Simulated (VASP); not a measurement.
# Al3Cu2 (P-3m1) in VASP: a series of runs

Runs on Al3Cu2. Level: LDA. Tasks: single point.

Program: VASP 6.6.1. These are calculated values, not measurements. Logs are shortened: lines on timing, memory, paths and dates and some standing lists are left out, and cuts for length are marked.

## Step 1: The cell of the first run

The structure is trigonal, space group P-3m1 (No. 164). Conventional cell: a = 4.103 Å, b = 4.103 Å, c = 4.817 Å, α = 90.00°, β = 90.00°, γ = 120.00°. Within 3.3 Å of Al (site symmetry -3m) lie 6 Cu at 2.49 Å and 6 Al at 2.91 Å. Within 3.1 Å of Al (site symmetry 3m) lie 5 Cu at 2.36 to 2.54 Å and 6 Al at 2.77 to 2.91 Å. Within 3.1 Å of Cu (site symmetry 3m) lie 8 Al at 2.36 to 2.54 Å and 3 Cu at 2.82 Å.

## Step 2: Single point, LDA

Input file INCAR:

```
  ALGO = Fast
  EDIFF = 1E-6
  ENCUT = 520
  GGA = CA
  ISIF = 2
  ISMEAR = 0
  LASPH = True
  LCHARG = True
  LELF = True
  LREAL = False
  LVHAR = True
  LWAVE = False
  NBANDS = 24
  NELM = 100
  PREC = Accurate
  SIGMA = 0.15
```

Input file KPOINTS:

```
k-points
0
Gamma
  12 12 8
```

Input file POSCAR:

```
Al3Cu2
1.0
    4.1029648401      0.0000000000      0.0000000000
   -2.0514824200      3.5532717824      0.0000000000
    0.0000000000      0.0000000000      4.8166428933
Al Cu
3 2
Direct
    0.0000000000      0.0000000000      0.0000000000
    0.3333333333      0.6666666667      0.3508928116
    0.6666666667      0.3333333333      0.6491071884
    0.3333333333      0.6666666667      0.8415870660
    0.6666666667      0.3333333333      0.1584129340
```

Potentials or basis: VASP PAW LDA potentials, release 64 (Al, Cu).

On the command line:

```console
cat potpaw_LDA.64/Al/POTCAR potpaw_LDA.64/Cu/POTCAR > POTCAR
mpirun -np 1 vasp_std > vasp.out
```

OUTCAR:

```text
EDIFF = 1E-6
   ENCUT = 520
   GGA = CA
   ISIF = 2
   ISMEAR = 0
   LASPH = True
   LREAL = False
   NELM = 100
   PREC = Accurate

 ion  position               nearest neighbor table
   1  0.000  0.000  0.000-   4 2.49   5 2.49   5 2.49   4 2.49   5 2.49   4 2.49   2 2.91   3 2.91
                             2 2.91   3 2.91   3 2.91   2 2.91
   2  0.333  0.667  0.351-   4 2.36   4 2.45   5 2.54   5 2.54   5 2.54   3 2.77   3 2.77   3 2.77
                             1 2.91   1 2.91   1 2.91
   3  0.667  0.333  0.649-   5 2.36   5 2.45   4 2.54   4 2.54   4 2.54   2 2.77   2 2.77   2 2.77
                             1 2.91   1 2.91   1 2.91
   4  0.333  0.667  0.842-   2 2.36   2 2.45   1 2.49   1 2.49   1 2.49   3 2.54   3 2.54   3 2.54

   5  0.667  0.333  0.158-   3 2.36   3 2.45   1 2.49   1 2.49   1 2.49   2 2.54   2 2.54   2 2.54

  LATTYP: Found a hexagonal cell.
 ALAT       =     4.1029648401
 C/A-ratio  =     1.1739420348

  Lattice vectors:

 A1 = (   4.1029648401,   0.0000000000,   0.0000000000)
 A2 = (  -2.0514824200,   3.5532717824,   0.0000000000)
 A3 = (   0.0000000000,   0.0000000000,   4.8166428933)

Analysis of symmetry for initial positions (statically):
=====================================================================
 Subroutine PRICEL returns:
 Original cell was already a primitive cell.

 Routine SETGRP: Setting up the symmetry group for a
 hexagonal supercell.

 Subroutine GETGRP returns: Found 12 space group operations
 (whereof 12 operations were pure point group operations)
 out of a pool of 24 trial point group operations.

The static configuration has the point symmetry D_3d.

Analysis of symmetry for dynamics (positions and initial velocities):
=====================================================================
 Subroutine PRICEL returns:
 Original cell was already a primitive cell.

 Routine SETGRP: Setting up the symmetry group for a
 hexagonal supercell.

 Subroutine GETGRP returns: Found 12 space group operations
 (whereof 12 operations were pure point group operations)
 out of a pool of 24 trial point group operations.

The dynamic configuration has the point symmetry D_3d.

 Subroutine INISYM returns: Found 12 space group operations
 (whereof 12 operations are pure point group operations),
 and found     1 'primitive' translations

----------------------------------------------------------------------------------------

                                     Primitive cell

  volume of cell :      70.2216

  direct lattice vectors                    reciprocal lattice vectors
     4.102964840  0.000000000  0.000000000     0.243726193  0.140715383  0.000000000
    -2.051482420  3.553271782  0.000000000     0.000000000  0.281430766  0.000000000
     0.000000000  0.000000000  4.816642893     0.000000000  0.000000000  0.207613481

  length of vectors
     4.102964840  4.102964840  4.816642893     0.281430766  0.281430766  0.207613481

  position of ions in fractional coordinates (direct lattice)
     0.000000000  0.000000000  0.000000000
     0.333333333  0.666666667  0.350892812
     0.666666667  0.333333333  0.649107188
     0.333333333  0.666666667  0.841587066
     0.666666667  0.333333333  0.158412934

  ion indices of the primitive-cell ions
   primitive index   ion index
                 1           1
                 2           2
                 3           3
                 4           4
                 5           5

----------------------------------------------------------------------------------------

 KPOINTS: k-points

Automatic generation of k-mesh.
 Grid dimensions read from file:
 generate k-points for:   12   12    8

 Generating k-lattice:

  Cartesian coordinates                     Fractional coordinates (reciprocal lattice)
     0.020310516  0.011726282  0.000000000     0.083333333 -0.000000000  0.000000000
     0.000000000  0.023452564  0.000000000     0.000000000  0.083333333  0.000000000
     0.000000000  0.000000000  0.025951685     0.000000000  0.000000000  0.125000000

  Length of vectors
     0.023452564  0.023452564  0.025951685

  Shift w.r.t. Gamma in fractional coordinates (k-lattice)
     0.000000000  0.000000000  0.000000000

 Subroutine IBZKPT returns following result:
 ===========================================

 Found    131 irreducible k-points:

 Following reciprocal coordinates:
            Coordinates               Weight
  0.000000  0.000000  0.000000      1.000000
  0.083333  0.000000  0.000000      6.000000
  0.166667  0.000000  0.000000      6.000000
  0.250000 -0.000000  0.000000      6.000000
  0.333333 -0.000000  0.000000      6.000000
  0.416667 -0.000000  0.000000      6.000000
[... 16 lines left out ...]
  0.166667  0.000000  0.125000      6.000000
  0.000000  0.166667  0.125000      6.000000
 [... further k-points ...]
   k-points           NKPTS =    131   k-points in BZ     NKDIM =    131   number of bands    NBANDS=     24
   number of dos      NEDOS =    301   number of ions     NIONS =      5
   total plane-waves  NPLWV =  36864
   dimension x,y,z NGX =    32 NGY =   32 NGZ =   36
   dimension x,y,z NGXF=    64 NGYF=   64 NGZF=   72
   ions per type =               3   2
   NGX,Y,Z   is equivalent  to a cutoff of  12.97, 12.97, 12.43 a.u.
   NGXF,Y,Z  is equivalent  to a cutoff of  25.93, 25.93, 24.85 a.u.
 SYSTEM =  unknown system
   PREC   = accura    normal or accurate (medium, high low for compatibility)
   ISTART =      0    job   : 0-new  1-cont  2-samecut
   ICHARG =      2    charge: 1-file 2-atom 10-const
   ISPIN  =      1    spin polarized calculation?
   LNONCOLLINEAR =      F non collinear calculations
   LSORBIT =      F    spin-orbit coupling
   LASPH  =      T    aspherical Exc in radial PAW
   ENCUT  =  520.0 eV  38.22 Ry    6.18 a.u.   7.63  7.63  8.96*2*pi/ulx,y,z
   NELM   =    100;   NELMIN=  2; NELMDL= -5     # of ELM steps
   EDIFF  = 0.1E-05   stopping-criterion for ELM
   LREAL  =      F    real-space projection
   EDIFFG = 0.1E-04   stopping-criterion for IOM
   NSW    =      0    number of steps for IOM
   IBRION =     -1    ionic relax: 0-MD 1-quasi-New 2-CG
   NFREE  =      0    steps in history (QN), initial steepest desc. (CG)
   ISIF   =      2    stress and relaxation
   ISYM   =      2    0-nonsym 1-usesym 2-fastsym
   POTIM  = 0.5000    time-step for ionic-motion
   TEBEG  =    0.0;   TEEND  =   0.0 temperature during run
   PSTRESS=    0.0 pullay stress
   NELECT =      31.0000    total number of electrons
   NUPDOWN=      -1.0000    fix difference up-down
   EMIN   =  10.00;   EMAX   =-10.00  energy-range for DOS
   EFERMI =   0.00;   METHOD = LEGACY
   ISMEAR =     0;   SIGMA  =   0.15  broadening in eV -4-tet -1-fermi 0-gaus
   EFERMI_NEDOS =   21; number of points for ismear=-14 and -15
   IALGO  =     68    algorithm
   IMIX   =      4    mixing-type and parameters
     AMIX     =   0.40;   BMIX     =  1.00
     AMIX_MAG =   1.60;   BMIX_MAG =  1.00
  volume/ion in A,a.u.               =      14.04        94.78
  Fermi-wavevector in a.u.,A,eV,Ry     =   1.246537  2.355613 21.141474  1.553854
  Thomas-Fermi vector in A             =   2.380710
   LORBIT       =      0    0 simple, 1 ext, 2 COOP (PROOUT), +10 PAW based schemes
   GGA     = CA    functional components
   LHFCALC =     F    Hartree Fock is set to
   AEXX    =    0.0000 exact exchange contribution
   IVDW    =     0    specifies the selected vdW correction
   LEPSILON=     F    determine dielectric tensor
   LRPA    =     F    only Hartree local field effects (RPA)
 non-spin polarized calculation
 RMM-DIIS sequential band-by-band and
 Gauss-broadening in eV      SIGMA  =   0.15
  energy-cutoff  :      520.00
  volume of cell :       70.22
 maximum number of plane-waves:      1918
 NGX is ok and might be reduce to    32

 number of electron      30.9999997 magnetization

 Free energy of the ion-electron system (eV)
  ---------------------------------------------------
  ext. energy  EPLUGINS =         0.00000000
  ---------------------------------------------------
  free energy    TOTEN  =       -22.88057304 eV

  energy without entropy =      -22.86568889  energy(sigma->0) =      -22.87313096

 E-fermi :   8.5833     XC(G=0): -11.3182

 val. band max:        8.5804639012   @ k =  -0.0833   0.3333   0.2500
 cond. band min:       8.5840743120   @ k =   0.5000  -0.0000   0.2500
 fundamental gap:      0.0036104107
 Fermi energy:         8.5832523378

 k-point     1 :       0.0000    0.0000    0.0000
  band No.  band energies     occupation
      1      -2.9170      2.00000
      2       2.0220      2.00000
      3       2.6235      2.00000
      4       2.9873      2.00000
      5       2.9873      2.00000
      6       3.3349      2.00000
[... 16 lines left out ...]
     23      14.5341      0.00000
     24      14.5343      0.00000

 k-point     2 :       0.0833    0.0000    0.0000
  band No.  band energies     occupation
      1      -2.8350      2.00000
      2       2.0545      2.00000
      3       2.5841      2.00000
      4       3.0132      2.00000
      5       3.0329      2.00000
      6       3.3194      2.00000
[... 16 lines left out ...]
     23      14.2384      0.00000
     24      14.3054      0.00000

 k-point     3 :       0.1667    0.0000    0.0000
  band No.  band energies     occupation
      1      -2.5901      2.00000
      2       2.1339      2.00000
      3       2.4825      2.00000
      4       3.0881      2.00000
      5       3.1154      2.00000
      6       3.2827      2.00000
[... 16 lines left out ...]
     23      13.9118      0.00000
     24      14.0897      0.00000

 k-point     4 :       0.2500   -0.0000    0.0000
  band No.  band energies     occupation
      1      -2.1865      2.00000
      2       2.1703      2.00000
      3       2.3037      2.00000
      4       3.0784      2.00000
      5       3.2002      2.00000
      6       3.3169      2.00000
[... 16 lines left out ...]
     23      13.7806      0.00000
     24      14.2541      0.00000

 k-point     5 :       0.3333   -0.0000    0.0000
  band No.  band energies     occupation
      1      -1.6328      2.00000
      2       1.6919      2.00000
      3       2.2558      2.00000
      4       3.0263      2.00000
      5       3.3126      2.00000
      6       3.3713      2.00000
[... 16 lines left out ...]
     23      14.3944      0.00000
     24      15.0415      0.00000

 k-point     6 :       0.4167   -0.0000    0.0000
  band No.  band energies     occupation
      1      -0.9525      2.00000
      2       0.8733      2.00000
      3       2.2309      2.00000
      4       3.0645      2.00000
      5       3.3672      2.00000
      6       3.3859      2.00000
[... 16 lines left out ...]
     23      15.6548      0.00000
     24      16.5225      0.00000
[... 379 lines left out ...]
 k-point    21 :       0.0833    0.0000    0.1250
  band No.  band energies     occupation
      1      -2.7392      2.00000
      2       1.5980      2.00000
      3       2.6784      2.00000
      4       2.9960      2.00000
      5       3.0034      2.00000
      6       3.3237      2.00000
[... 16 lines left out ...]
     23      14.3518      0.00000
     24      14.5321      0.00000

 k-point    22 :       0.0000    0.0833    0.1250
  band No.  band energies     occupation
      1      -2.7392      2.00000
      2       1.5965      2.00000
      3       2.6759      2.00000
      4       2.9977      2.00000
      5       3.0069      2.00000
      6       3.3087      2.00000
[... 16 lines left out ...]
     23      14.0517      0.00000
     24      14.3574      0.00000

 k-point    23 :       0.1667    0.0000    0.1250
  band No.  band energies     occupation
      1      -2.4948      2.00000
      2       1.7451      2.00000
      3       2.5786      2.00000
      4       2.9998      2.00000
      5       3.0715      2.00000
      6       3.3332      2.00000
[... 16 lines left out ...]
     23      14.0050      0.00000
     24      14.9094      0.00000

 k-point    24 :       0.0000    0.1667    0.1250
  band No.  band energies     occupation
      1      -2.4944      2.00000
      2       1.7327      2.00000
      3       2.5470      2.00000
      4       3.0694      2.00000
      5       3.0770      2.00000
      6       3.2731      2.00000
[... 16 lines left out ...]
     23      13.9204      0.00000
     24      14.6617      0.00000

 [... further k-points ...]

------------------------ aborting loop because EDIFF is reached ----------------------------------------

  FORCE on cell =-STRESS in cart. coord.  units (eV):
  Direction    XX          YY          ZZ          XY          YZ          ZX
  --------------------------------------------------------------------------------------
  -------------------------------------------------------------------------------------
  Total       -0.7764140     -0.7764140      2.6558143     -0.0000000     -0.0000000     -0.0000000
  in kB      -17.7146794    -17.7146794     60.5951157     -0.0000000     -0.0000000     -0.0000000
  external PRESSURE =       8.3885856 kB  Pullay stress =       0.0000000 kB

 VOLUME and BASIS-vectors are now :
 -----------------------------------------------------------------------------
  energy-cutoff  :      520.00
  volume of cell :       70.22
      direct lattice vectors                 reciprocal lattice vectors
     4.102964840  0.000000000  0.000000000     0.243726193  0.140715383  0.000000000
    -2.051482420  3.553271782  0.000000000     0.000000000  0.281430766  0.000000000
     0.000000000  0.000000000  4.816642893     0.000000000  0.000000000  0.207613481

 POSITION                                       TOTAL-FORCE (eV/Angst)
 -----------------------------------------------------------------------------------
      0.00000      0.00000      0.00000         0.000000      0.000000      0.000000
     -0.00000      2.36885      1.69013         0.000000     -0.000000     -0.014070
      2.05148      1.18442      3.12652        -0.000000      0.000000      0.014070
     -0.00000      2.36885      4.05362        -0.000000     -0.000000      0.146517
      2.05148      1.18442      0.76302         0.000000      0.000000     -0.146517
 -----------------------------------------------------------------------------------
    total drift:                               -0.000000      0.000000      0.000000

  FREE ENERGIE OF THE ION-ELECTRON SYSTEM (eV)
  ---------------------------------------------------
  free  energy   TOTEN  =       -22.8805730359 eV

  energy  without entropy=      -22.8656888908  energy(sigma->0) =      -22.87313096
```

Run time: 1.8 min. Hardware: 1 thread of Intel Xeon 6975P-C (Granite Rapids), shared host; peak memory 0.29 GiB.

What came out:

```
Free energy            : -22.8806 eV
Pressure               : 0.8 GPa
Largest force          : 0.147 eV/Å
Band gap on the k mesh : zero (an odd number of electrons rules out a gap without spin polarisation)
```

Forces on the atoms (eV/Å):
```
Al   0.000  0.000  0.000
Al   0.000  0.000 -0.014
Al   0.000  0.000  0.014
Cu   0.000  0.000  0.147
Cu   0.000  0.000 -0.147
```

Caveat: the stress differs along the axes, from -2 to 6 GPa.

## Step 3: Single point, LDA

This run uses another cell than the first one, of the same volume but with other edges.

Input file INCAR:

```
ALGO = Normal
EDIFF = 1E-6
ENCUT = 520
GGA = CA
ISIF = 2
ISMEAR = 0
LASPH = T
LCHARG = T
LELF = T
LREAL = F
LVHAR = T
LWAVE = F
NBANDS = 24
NELM = 80
PREC = Accurate
SIGMA = 0.15
```

KPOINTS is that of step 2.

POSCAR: that of step 2 with these lines changed.

```diff
@@ -2,5 +2,5 @@
 1.0
-    4.1029648401      0.0000000000      0.0000000000
-   -2.0514824200      3.5532717824      0.0000000000
-    0.0000000000      0.0000000000      4.8166428933
+    4.0557157516      0.0000000000      0.0000000000
+   -2.0278578758      3.5123528714      0.0000000000
+    0.0000000000      0.0000000000      4.9315479608
 Al Cu
```

Potentials or basis: VASP PAW LDA potentials, release 64 (Al, Cu).

On the command line:

```console
cat potpaw_LDA.64/Al/POTCAR potpaw_LDA.64/Cu/POTCAR > POTCAR
mpirun -np 1 vasp_std > vasp.out
```

It took 89 s on 1 thread of Intel Xeon 6975P-C (Granite Rapids), shared host; peak memory 0.29 GiB.

Results (log left out):

| Property | Result |
| --- | --- |
| Free energy | -22.9208 eV |
| Pressure | 0.5 GPa |
| Largest force | 0.004 eV/Å |
| Band gap on the k mesh | zero (an odd number of electrons rules out a gap without spin polarisation) |

Forces on the atoms (eV/Å):
```
Al   0.000  0.000  0.000
Al   0.000  0.000  0.004
Al   0.000  0.000 -0.004
Cu   0.000  0.000  0.003
Cu   0.000  0.000 -0.003
```

Levels at points of the mesh, in eV from the Fermi level:
```tsv
k point	band 11	band 12	band 13	band 14	band 15	band 16	band 17	band 18	band 19	band 20
(0.00, 0.00, 0.00)	-4.30	-3.80	-3.74	-0.21	-0.21	1.36	1.36	2.60	2.95	5.42
(0.50, 0.00, 0.00)	-4.45	-4.26	-3.12	-3.04	-2.63	-0.76	-0.04	0.38	3.08	3.87
(0.00, 0.00, 0.50)	-4.34	-4.34	1.21	1.21	1.32	1.32	1.81	2.48	2.48	2.55
(0.50, 0.00, 0.50)	-4.47	-4.37	-4.28	-3.64	-1.81	-0.17	0.76	0.98	5.21	5.44
```

The gap in the log of VASP goes by the Fermi energy; the results here count the filled bands.